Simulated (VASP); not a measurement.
# C: single point with BLYP

C:

```
C
1.0
     0.00000    1.79908    1.79908
     1.79908    0.00000    1.79908
     1.79908    1.79908    0.00000
C
2
Direct
  0.75000 0.75000 0.75000
  0.50000 0.50000 0.50000
```

| Quantity | Value |
| --- | --- |
| Program | VASP 6.6.1 |
| Task | single point |
| Functional | BLYP |
| Potentials or basis | VASP PAW PBE potentials, release 64 (C) |
| Cutoff | 520 eV |
| k mesh | 13 × 13 × 13 |
| Occupations | fermi-dirac, width 0.05 eV |
| Spin | no spin polarisation |
| Dipole correction | no |
| Further INCAR settings | ALGO = Normal; EDIFF = 1e-06; NBANDS = 11 |

| Quantity | Value |
| --- | --- |
| Pressure | 0.4 GPa |
| Band gap on the k mesh | 4.41 eV, indirect (least direct gap 5.67 eV) |

Levels at points of the mesh, in eV from the valence-band top:
```csv
k point,band 2,band 3,band 4,band 5,band 6,band 7
"(0.00, 0.00, 0.00)",0.00,0.00,0.00,5.67,5.67,5.67
```

It took 11 s on 1 thread of Intel(R) Xeon(R) Platinum 8488C (Sapphire Rapids), with other jobs on the host, peak memory 0.12 GiB.

Caveat: the PAW data sets were made with another functional, which shifts forces and pressure a little. A k mesh can miss the band edges.
